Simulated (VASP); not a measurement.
# Pd (Fm-3m) in VASP: further runs

Aim: see how the results for Pd move with the level of theory and the settings. Levels: revPBE, LDA. Tasks: single point, relaxation of cell and atoms.

All numbers are computed with VASP 6.6.1; they aren't measurements. Logs are shortened: lines on timing, memory, paths and dates and some standing lists are left out, and cuts for length are marked.

### Step 1. The cell of the first run

It takes space group Fm-3m (No. 225, cubic). Conventional cell: a = 3.967 Å, b = 3.967 Å, c = 3.967 Å, α = 90.00°, β = 90.00°, γ = 90.00°. Pd (site symmetry m-3m) has 12 Pd at 2.81 Å within 3.7 Å.

### Step 2. Single point, revPBE

Contents of INCAR:

```
  PREC = Accurate
  ENCUT = 520
  EDIFF = 1E-6
  ISMEAR = -1
  SIGMA = 0.05
  LREAL = F
  LASPH = T
  NELM = 60
  ALGO = Normal
  ISIF = 2
  LWAVE = F
  LCHARG = F
  GGA = RE
  NBANDS = 11
```

Contents of KPOINTS:

```
Automatic mesh
0
Gamma
  12 12 12
```

Contents of POSCAR:

```
Pd
1.0
    0.0000000000      1.9837006554      1.9837006554
    1.9837006554      0.0000000000      1.9837006554
    1.9837006554      1.9837006554      0.0000000000
Pd
1
Direct
    0.0000000000      0.0000000000      0.0000000000
```

Potentials or basis: VASP PAW PBE potentials, release 64 (Pd).

On the command line:

```
$ cat potpaw_PBE.64/Pd/POTCAR > POTCAR
$ mpirun -np 1 vasp_std > vasp.out
```

OUTCAR:

```text
PREC = Accurate
   ENCUT = 520
   EDIFF = 1E-6
   ISMEAR = -1
   LREAL = F
   LASPH = T
   NELM = 60
   ISIF = 2
   GGA = RE

 ion  position               nearest neighbor table
   1  0.000  0.000  0.000-

  LATTYP: Found a face centered cubic cell.
 ALAT       =     3.9674013108

  Lattice vectors:

 A1 = (   0.0000000000,   1.9837006554,   1.9837006554)
 A2 = (   1.9837006554,   0.0000000000,   1.9837006554)
 A3 = (   1.9837006554,   1.9837006554,   0.0000000000)

Analysis of symmetry for initial positions (statically):
[... 33 lines left out ...]
                                     Primitive cell

  volume of cell :      15.6120

  direct lattice vectors                    reciprocal lattice vectors
     0.000000000  1.983700655  1.983700655    -0.252054159  0.252054159  0.252054159
     1.983700655  0.000000000  1.983700655     0.252054159 -0.252054159  0.252054159
     1.983700655  1.983700655  0.000000000     0.252054159  0.252054159 -0.252054159

  length of vectors
     2.805376371  2.805376371  2.805376371     0.436570609  0.436570609  0.436570609

  position of ions in fractional coordinates (direct lattice)
     0.000000000  0.000000000  0.000000000

  ion indices of the primitive-cell ions
   primitive index   ion index
                 1           1

----------------------------------------------------------------------------------------

 KPOINTS: Automatic mesh

Automatic generation of k-mesh.
 Grid dimensions read from file:
 generate k-points for:   12   12   12

 Generating k-lattice:

  Cartesian coordinates                     Fractional coordinates (reciprocal lattice)
    -0.021004513  0.021004513  0.021004513     0.083333333  0.000000000  0.000000000
     0.021004513 -0.021004513  0.021004513     0.000000000  0.083333333  0.000000000
     0.021004513  0.021004513 -0.021004513     0.000000000  0.000000000  0.083333333

  Length of vectors
     0.036380884  0.036380884  0.036380884

  Shift w.r.t. Gamma in fractional coordinates (k-lattice)
     0.000000000  0.000000000  0.000000000

 Subroutine IBZKPT returns following result:
 ===========================================

 Found     72 irreducible k-points:

 Following reciprocal coordinates:
            Coordinates               Weight
  0.000000  0.000000  0.000000      1.000000
  0.083333  0.000000  0.000000      8.000000
  0.166667  0.000000  0.000000      8.000000
[... 36 lines left out ...]
   LSORBIT =      F    spin-orbit coupling
   LASPH  =      T    aspherical Exc in radial PAW
   ENCUT  =  520.0 eV  38.22 Ry    6.18 a.u.   5.22  5.22  5.22*2*pi/ulx,y,z
   NELM   =     60;   NELMIN=  2; NELMDL= -5     # of ELM steps
   EDIFF  = 0.1E-05   stopping-criterion for ELM
   LREAL  =      F    real-space projection
   EDIFFG = 0.1E-04   stopping-criterion for IOM
   NSW    =      0    number of steps for IOM
   IBRION =     -1    ionic relax: 0-MD 1-quasi-New 2-CG
   NFREE  =      0    steps in history (QN), initial steepest desc. (CG)
   ISIF   =      2    stress and relaxation
   ISYM   =      2    0-nonsym 1-usesym 2-fastsym
   POTIM  = 0.5000    time-step for ionic-motion
   TEBEG  =    0.0;   TEEND  =   0.0 temperature during run
   PSTRESS=    0.0 pullay stress
   NELECT =      10.0000    total number of electrons
   NUPDOWN=      -1.0000    fix difference up-down
   EMIN   =  10.00;   EMAX   =-10.00  energy-range for DOS
   EFERMI =   0.00;   METHOD = LEGACY
   ISMEAR =    -1;   SIGMA  =   0.05  broadening in eV -4-tet -1-fermi 0-gaus
   EFERMI_NEDOS =   21; number of points for ismear=-14 and -15
   IALGO  =     38    algorithm
   IMIX   =      4    mixing-type and parameters
     AMIX     =   0.40;   BMIX     =  1.00
     AMIX_MAG =   1.60;   BMIX_MAG =  1.00
  volume/ion in A,a.u.               =      15.61       105.35
  Fermi-wavevector in a.u.,A,eV,Ry     =   1.411200  2.666782 27.095820  1.991487
  Thomas-Fermi vector in A             =   2.533076
   LORBIT       =      0    0 simple, 1 ext, 2 COOP (PROOUT), +10 PAW based schemes
   GGA     = RE    functional components
   LHFCALC =     F    Hartree Fock is set to
   AEXX    =    0.0000 exact exchange contribution
   IVDW    =     0    specifies the selected vdW correction
   LEPSILON=     F    determine dielectric tensor
   LRPA    =     F    only Hartree local field effects (RPA)
 non-spin polarized calculation
  energy-cutoff  :      520.00
  volume of cell :       15.61
 maximum number of plane-waves:       444
 NGX is ok and might be reduce to    24
   NGX = 11   NGY = 11   NGZ = 11

 number of electron      10.0000001 magnetization

 Free energy of the ion-electron system (eV)
  ---------------------------------------------------
  ext. energy  EPLUGINS =         0.00000000
  ---------------------------------------------------
  free energy    TOTEN  =        -4.75784337 eV

  energy without entropy =       -4.73689275  energy(sigma->0) =       -4.74736806

 E-fermi :   8.8989     XC(G=0): -12.7553

 val. band max:        8.8981156750   @ k =   0.5000   0.0833   0.0000
 cond. band min:       8.8989408562   @ k =   0.5000   0.4167   0.0833
 fundamental gap:      0.0008251812
 Fermi energy:         8.8988707719

 k-point     1 :       0.0000    0.0000    0.0000
  band No.  band energies     occupation
      1       2.2554      2.00000
      2       6.3362      2.00000
      3       6.3362      2.00000
      4       6.3362      2.00000
      5       7.7968      2.00000
      6       7.7968      2.00000
      7      26.0785      0.00000
      8      30.5572      0.00000
      9      30.5572      0.00000
     10      30.5572      0.00000
     11      35.2688      0.00000
[... 309 lines left out ...]
 k-point    24 :      -0.4167    0.1667    0.0000
  band No.  band energies     occupation
      1       4.6399      2.00000
      2       5.9129      2.00000
      3       6.7869      2.00000
      4       7.1903      2.00000
      5       8.6859      1.97211
      6      12.4570      0.00000
      7      16.1405      0.00000
      8      24.3683      0.00000
      9      27.4377      0.00000
     10      28.2361      0.00000
     11      35.5306      0.00000

 [... further k-points ...]
[... 5 lines left out ...]
  --------------------------------------------------------------------------------------
  -------------------------------------------------------------------------------------
  Total       -0.0134388     -0.0134388     -0.0134388      0.0000000      0.0000000      0.0000000
  in kB       -1.3791573     -1.3791573     -1.3791573      0.0000000      0.0000000      0.0000000
  external PRESSURE =      -1.3791573 kB  Pullay stress =       0.0000000 kB

 VOLUME and BASIS-vectors are now :
 -----------------------------------------------------------------------------
  energy-cutoff  :      520.00
  volume of cell :       15.61
      direct lattice vectors                 reciprocal lattice vectors
     0.000000000  1.983700655  1.983700655    -0.252054159  0.252054159  0.252054159
     1.983700655  0.000000000  1.983700655     0.252054159 -0.252054159  0.252054159
     1.983700655  1.983700655  0.000000000     0.252054159  0.252054159 -0.252054159

 POSITION                                       TOTAL-FORCE (eV/Angst)
 -----------------------------------------------------------------------------------
      0.00000      0.00000      0.00000        -0.000000     -0.000000     -0.000000
 -----------------------------------------------------------------------------------
    total drift:                               -0.000000      0.000000     -0.000000

  FREE ENERGIE OF THE ION-ELECTRON SYSTEM (eV)
  ---------------------------------------------------
  free  energy   TOTEN  =        -4.7578433746 eV

  energy  without entropy=       -4.7368927464  energy(sigma->0) =       -4.74736806
```

OSZICAR:

```text
N       E                     dE             d eps       ncg     rms          rms(c)
DAV:   1     0.421963157329E+02    0.42196E+02   -0.51736E+03  1608   0.852E+02
DAV:   2    -0.440336594424E+01   -0.46600E+02   -0.45037E+02  1815   0.181E+02
DAV:   3    -0.498724672085E+01   -0.58388E+00   -0.57731E+00  1862   0.213E+01
DAV:   4    -0.499023482951E+01   -0.29881E-02   -0.29872E-02  1881   0.163E+00
DAV:   5    -0.499027008344E+01   -0.35254E-04   -0.35254E-04  2097   0.160E-01    0.640E+00
DAV:   6    -0.476704651023E+01    0.22322E+00   -0.95667E-01  1914   0.791E+00    0.324E+00
DAV:   7    -0.476036905426E+01    0.66775E-02   -0.99583E-03  1994   0.726E-01    0.175E+00
DAV:   8    -0.475784245218E+01    0.25266E-02   -0.95065E-04  1914   0.231E-01    0.634E-02
DAV:   9    -0.475783847891E+01    0.39733E-05   -0.31804E-05  2029   0.491E-02    0.219E-02
DAV:  10    -0.475784390666E+01   -0.54278E-05   -0.44772E-06  1927   0.191E-02    0.554E-03
DAV:  11    -0.475784337456E+01    0.53210E-06   -0.50697E-08  1269   0.231E-03
   1 F= -.47578434E+01 E0= -.47473681E+01  d E =-.209506E-01
```

stdout:

```text
POSCAR found type information on POSCAR Pd
 POSCAR found :  1 types and       1 ions
 scaLAPACK will be used
 -----------------------------------------------------------------------------
|                                                                             |
|                                                                             |
|     You enforced a specific xc type in the INCAR file but a different       |
|     I HOPE YOU KNOW WHAT YOU ARE DOING!                                     |
|                                                                             |
 -----------------------------------------------------------------------------

 LDA part: xc-table for (Slater+PW92), standard interpolation
 POSCAR, INCAR and KPOINTS ok, starting setup
 FFT: planning ... GRIDC
 FFT: planning ... GRID_SOFT
 FFT: planning ... GRID
 WAVECAR not read
 entering main loop
```

Wall time 6 s (1 thread of Intel Xeon Platinum 8559C (Emerald Rapids), shared host); peak memory 0.14 GiB.

Results:

| Item | Value |
| --- | --- |
| Free energy | -4.7578 eV |
| Pressure | -0.1 GPa |
| Band gap on the k mesh | zero (band 5 reaches 9.17 eV, above the bottom of band 6 at 7.74 eV) |

Caveat: the PAW data sets were made with another functional, which shifts forces and pressure a little.

(Continued in part 2 of 2.)
